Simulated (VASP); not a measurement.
# Ge in VASP: settings compared, part 3 of 3

VASP 6.6.1. Earlier steps stand in the parts before.

## Step 6: Single point, r2SCAN

POSCAR

```
Ge
1.0
    1.4880529250     -2.5946896100      0.0000000000
    1.4880529250      2.5946896100      0.0000000000
    0.0000000000      0.0000000000      4.7275957900
Ge
2
Direct
    0.3334466300      0.6665533700      0.2500000000
    0.6665533700      0.3334466300      0.7500000000
```

INCAR.step1

```
PREC = Accurate ; ENCUT = 520
ISMEAR = 0 ; SIGMA = 0.025
LREAL = F ; LASPH = T
NELM = 100 ; NBANDS = 21
GGA = PE ; ALGO = Normal
EDIFF = 1E-4 ; LWAVE = T
LCHARG = F
```

INCAR.step2

```
PREC = Accurate ; ENCUT = 520
EDIFF = 1E-6 ; ISMEAR = 0
SIGMA = 0.025 ; LREAL = F
LASPH = T ; NELM = 100
ALGO = Normal ; ISIF = 2
LWAVE = F ; LCHARG = F
METAGGA = R2SCAN ; LMIXTAU = T
NBANDS = 21 ; ISTART = 1
```

KPOINTS

```
regular mesh
0
Gamma
  9 9 5
```

Potentials or basis: VASP PAW PBE potentials, release 64 (Ge_d).

Command:

```console
> cat potpaw_PBE.64/Ge_d/POTCAR > POTCAR
> cp INCAR.step1 INCAR
> mpirun -np 1 vasp_std > vasp.out
> cp INCAR.step2 INCAR
> mpirun -np 1 vasp_std > vasp.out
```

OUTCAR:

```text
PREC = Accurate
   ENCUT = 520
   EDIFF = 1E-6
   ISMEAR = 0
   LREAL = F
   LASPH = T
   NELM = 100
   ISIF = 2
   METAGGA = R2SCAN
   ISTART = 1

 ion  position               nearest neighbor table
   1  0.333  0.667  0.250-
   2  0.667  0.333  0.750-

  LATTYP: Found a base centered orthorhombic cell.
 ALAT       =     2.9761058500
 B/A-ratio  =     1.7436809984
 C/A-ratio  =     1.5885173540

  Lattice vectors:

 A1 = (   1.4880529250,  -2.5946896100,   0.0000000000)
 A2 = (   1.4880529250,   2.5946896100,   0.0000000000)
 A3 = (   0.0000000000,   0.0000000000,   4.7275957900)

Analysis of symmetry for initial positions (statically):
=====================================================================
 Subroutine PRICEL returns:
 Original cell was already a primitive cell.

 Routine SETGRP: Setting up the symmetry group for a
 base centered orthorhombic supercell.

 Subroutine GETGRP returns: Found  8 space group operations
 (whereof  4 operations were pure point group operations)
 out of a pool of  8 trial point group operations.

The static configuration has the point symmetry C_2h.
 The point group associated with its full space group is D_2h.

Analysis of symmetry for dynamics (positions and initial velocities):
=====================================================================
 Subroutine PRICEL returns:
 Original cell was already a primitive cell.

 Routine SETGRP: Setting up the symmetry group for a
 base centered orthorhombic supercell.

 Subroutine GETGRP returns: Found  8 space group operations
 (whereof  4 operations were pure point group operations)
 out of a pool of  8 trial point group operations.

The dynamic configuration has the point symmetry C_2h.
 The point group associated with its full space group is D_2h.

 Subroutine INISYM returns: Found  8 space group operations
 (whereof  4 operations are pure point group operations),
 and found     1 'primitive' translations

----------------------------------------------------------------------------------------

                                     Primitive cell

  volume of cell :      36.5068

  direct lattice vectors                    reciprocal lattice vectors
     1.488052925 -2.594689610  0.000000000     0.336009554 -0.192701277  0.000000000
     1.488052925  2.594689610  0.000000000     0.336009554  0.192701277  0.000000000
     0.000000000  0.000000000  4.727595790     0.000000000  0.000000000  0.211524006

  length of vectors
     2.991106096  2.991106096  4.727595790     0.387345069  0.387345069  0.211524006

  position of ions in fractional coordinates (direct lattice)
     0.333446630  0.666553370  0.250000000
     0.666553370  0.333446630  0.750000000

  ion indices of the primitive-cell ions
   primitive index   ion index
                 1           1
                 2           2

----------------------------------------------------------------------------------------

 KPOINTS: regular mesh

Automatic generation of k-mesh.
 Grid dimensions read from file:
 generate k-points for:    9    9    5

 Generating k-lattice:

  Cartesian coordinates                     Fractional coordinates (reciprocal lattice)
     0.037334395 -0.021411253  0.000000000     0.111111111  0.000000000  0.000000000
     0.037334395  0.021411253  0.000000000     0.000000000  0.111111111  0.000000000
     0.000000000  0.000000000  0.042304801     0.000000000  0.000000000  0.200000000

  Length of vectors
     0.043038341  0.043038341  0.042304801

  Shift w.r.t. Gamma in fractional coordinates (k-lattice)
     0.000000000  0.000000000  0.000000000

 Subroutine IBZKPT returns following result:
 ===========================================

 Found     75 irreducible k-points:

 Following reciprocal coordinates:
            Coordinates               Weight
  0.000000  0.000000  0.000000      1.000000
  0.111111  0.000000  0.000000      4.000000
  0.222222  0.000000  0.000000      4.000000
  0.333333  0.000000  0.000000      4.000000
  0.444444  0.000000  0.000000      4.000000
  0.111111  0.111111  0.000000      2.000000
[... 16 lines left out ...]
 -0.333333  0.333333  0.000000      2.000000
  0.444444  0.444444  0.000000      2.000000
 [... further k-points ...]
   k-points           NKPTS =     75   k-points in BZ     NKDIM =     75   number of bands    NBANDS=     21
   number of dos      NEDOS =    301   number of ions     NIONS =      2
   total plane-waves  NPLWV =  20736
   dimension x,y,z NGX =    24 NGY =   24 NGZ =   36
   dimension x,y,z NGXF=    48 NGYF=   48 NGZF=   72
   ions per type =               2
   NGX,Y,Z   is equivalent  to a cutoff of  13.34, 13.34, 12.66 a.u.
   NGXF,Y,Z  is equivalent  to a cutoff of  26.68, 26.68, 25.32 a.u.
 SYSTEM =  unknown system
   PREC   = accura    normal or accurate (medium, high low for compatibility)
   ISTART =      1    job   : 0-new  1-cont  2-samecut
   ICHARG =      0    charge: 1-file 2-atom 10-const
   ISPIN  =      1    spin polarized calculation?
   LNONCOLLINEAR =      F non collinear calculations
   LSORBIT =      F    spin-orbit coupling
   LASPH  =      T    aspherical Exc in radial PAW
   ENCUT  =  520.0 eV  38.22 Ry    6.18 a.u.   5.56  5.56  8.79*2*pi/ulx,y,z
   NELM   =    100;   NELMIN=  2; NELMDL=  0     # of ELM steps
   EDIFF  = 0.1E-05   stopping-criterion for ELM
   LREAL  =      F    real-space projection
   EDIFFG = 0.1E-04   stopping-criterion for IOM
   NSW    =      0    number of steps for IOM
   IBRION =     -1    ionic relax: 0-MD 1-quasi-New 2-CG
   NFREE  =      0    steps in history (QN), initial steepest desc. (CG)
   ISIF   =      2    stress and relaxation
   ISYM   =      2    0-nonsym 1-usesym 2-fastsym
   POTIM  = 0.5000    time-step for ionic-motion
   TEBEG  =    0.0;   TEEND  =   0.0 temperature during run
   PSTRESS=    0.0 pullay stress
   NELECT =      28.0000    total number of electrons
   NUPDOWN=      -1.0000    fix difference up-down
   EMIN   =  10.00;   EMAX   =-10.00  energy-range for DOS
   EFERMI =   0.00;   METHOD = LEGACY
   ISMEAR =     0;   SIGMA  =   0.03  broadening in eV -4-tet -1-fermi 0-gaus
   EFERMI_NEDOS =   21; number of points for ismear=-14 and -15
   IALGO  =     38    algorithm
   IMIX   =      4    mixing-type and parameters
     AMIX     =   0.40;   BMIX     =  1.00
     AMIX_MAG =   1.60;   BMIX_MAG =  1.00
  volume/ion in A,a.u.               =      18.25       123.18
  Fermi-wavevector in a.u.,A,eV,Ry     =   1.498544  2.831837 30.553703  2.245634
  Thomas-Fermi vector in A             =   2.610289
   LORBIT       =      0    0 simple, 1 ext, 2 COOP (PROOUT), +10 PAW based schemes
   METAGGA = R2SCAN    functional components
   LHFCALC =     F    Hartree Fock is set to
   AEXX    =    0.0000 exact exchange contribution
   IVDW    =     0    specifies the selected vdW correction
   LEPSILON=     F    determine dielectric tensor
   LRPA    =     F    only Hartree local field effects (RPA)
 non-spin polarized calculation
 Gauss-broadening in eV      SIGMA  =   0.03
  energy-cutoff  :      520.00
  volume of cell :       36.51
 maximum number of plane-waves:      1007
   NGX = 11   NGY = 11   NGZ = 17

 number of electron      28.0000012 magnetization

 Free energy of the ion-electron system (eV)
  ---------------------------------------------------
  ext. energy  EPLUGINS =         0.00000000
  ---------------------------------------------------
  free energy    TOTEN  =       -26.58242644 eV

  energy without entropy =      -26.58136919  energy(sigma->0) =      -26.58189782

 E-fermi :   6.9946     XC(G=0): -12.6721

 val. band max:        6.9893427857   @ k =   0.2222   0.2222   0.2000
 cond. band min:       7.0071501223   @ k =   0.2222   0.2222   0.4000
 fundamental gap:      0.0178073366
 Fermi energy:         6.9945580976

 k-point     1 :       0.0000    0.0000    0.0000
  band No.  band energies     occupation
      1     -18.4843      2.00000
      2     -18.4721      2.00000
      3     -18.4693      2.00000
      4     -18.4682      2.00000
      5     -18.4621      2.00000
      6     -18.4587      2.00000
[... 13 lines left out ...]
     20      20.6779      0.00000
     21      21.8707      0.00000

 k-point     2 :       0.1111    0.0000    0.0000
  band No.  band energies     occupation
      1     -18.4884      2.00000
      2     -18.4749      2.00000
      3     -18.4604      2.00000
      4     -18.4577      2.00000
      5     -18.4538      2.00000
      6     -18.4514      2.00000
[... 520 lines left out ...]
 k-point    24 :       0.4444    0.4444    0.0000
  band No.  band energies     occupation
      1     -18.5258      2.00000
      2     -18.5075      2.00000
      3     -18.4720      2.00000
      4     -18.4671      2.00000
      5     -18.4249      2.00000
      6     -18.4212      2.00000
[... 13 lines left out ...]
     20      16.4765      0.00000
     21      22.7666      0.00000

 [... further k-points ...]
[... 5 lines left out ...]
  --------------------------------------------------------------------------------------
  -------------------------------------------------------------------------------------
  Total        0.1433396      0.0823921      0.5093117      0.0000000      0.0000000      0.0000000
  in kB        6.2907534      3.6159469     22.3521910      0.0000000      0.0000000      0.0000000
  external PRESSURE =      10.7529638 kB  Pullay stress =       0.0000000 kB

 VOLUME and BASIS-vectors are now :
 -----------------------------------------------------------------------------
  energy-cutoff  :      520.00
  volume of cell :       36.51
      direct lattice vectors                 reciprocal lattice vectors
     1.488052925 -2.594689610  0.000000000     0.336009554 -0.192701277  0.000000000
     1.488052925  2.594689610  0.000000000     0.336009554  0.192701277  0.000000000
     0.000000000  0.000000000  4.727595790     0.000000000  0.000000000  0.211524006

 POSITION                                       TOTAL-FORCE (eV/Angst)
 -----------------------------------------------------------------------------------
      1.48805      0.86431      1.18190         0.000000      0.009207      0.000000
      1.48805     -0.86431      3.54570         0.000000     -0.009207      0.000000
 -----------------------------------------------------------------------------------
    total drift:                                0.000000     -0.000000      0.000000

  FREE ENERGIE OF THE ION-ELECTRON SYSTEM (eV)
  ---------------------------------------------------
  free  energy   TOTEN  =       -26.5824264407 eV

  energy  without entropy=      -26.5813691934  energy(sigma->0) =      -26.58189782
```

OUTCAR.step1:

```text
PREC = Accurate
   ENCUT = 520
   ISMEAR = 0
   LREAL = F
   LASPH = T
[... 800 lines left out ...]
 -----------------------------------------------------------------------------------
      1.48805      0.86431      1.18190         0.000000      0.001927     -0.000000
      1.48805     -0.86431      3.54570         0.000000     -0.001927      0.000000
 -----------------------------------------------------------------------------------
    total drift:                                0.000000     -0.000000      0.000000

  FREE ENERGIE OF THE ION-ELECTRON SYSTEM (eV)
  ---------------------------------------------------
  free  energy   TOTEN  =        -8.3330253817 eV

  energy  without entropy=       -8.3322586658  energy(sigma->0) =       -8.33264202
```

It took 100 s on 1 thread of Intel Xeon 6975P-C, shared host; peak memory 0.19 GiB.

Results:

```yaml
Free_energy: -26.5824 eV
Pressure: 1.1 GPa
Largest_force: 0.009 eV/Å
Band_gap_on_the_k_mesh: zero (band 14 reaches 14.13 eV, above the bottom of band 15 at 3.83 eV)
```

Forces in eV/Å, atoms in the order of the input:
```
Ge   0.000  0.009  0.000
Ge   0.000 -0.009  0.000
```

Stress tensor (GPa, compression positive):
```
0.63 0.00 0.00
0.00 0.36 0.00
0.00 0.00 2.24
```

Caveat: the PAW data sets were made with another functional, which shifts forces and pressure a little.

## Step 7: The runs side by side

| task | level | cell | k mesh | cutoff (eV) | smearing | gap on the mesh (eV) | pressure (GPa) | largest force (eV/Å) |
| --- | --- | --- | --- | --- | --- | --- | --- | --- |
| relaxation of cell and atoms | PBE+D3(BJ) | relaxed | 10 × 10 × 6 | 600 | fermi-dirac 0.05 eV | none | 0.0 | 0.01 |
| single point | PBE | as given | 7 × 7 × 4 | 520 | methfessel-paxton 0.1 eV | none | 5.7 | 0.14 |
| single point | r2SCAN | as given | 9 × 9 × 5 | 520 | gaussian 0.05 eV | none | 1.0 | - |
| single point | r2SCAN | as given | 9 × 9 × 5 | 520 | gaussian 0.025 eV | none | 1.1 | 0.01 |

Some of these runs hold the atoms at other places in the same cell, which the table doesn't show; runs alike in all that it shows share one row.

Alike in all rows: potentials or basis VASP PAW PBE potentials, release 64 (Ge_d); no spin polarisation.

Every run on the cell as given and a fine mesh finds a metal. The pressure there spans 1.0 GPa (r2SCAN) to 5.7 GPa (PBE); a positive pressure means that this level wants a larger cell, a negative one a smaller.

Caveats: the PAW data sets were made with another functional, which shifts forces and pressure a little (some runs); pairwise dispersion overbinds metals, which lowers pressure and volume (some runs).

Total energies depend on the potentials used, so only differences within one code and one set of settings carry meaning.
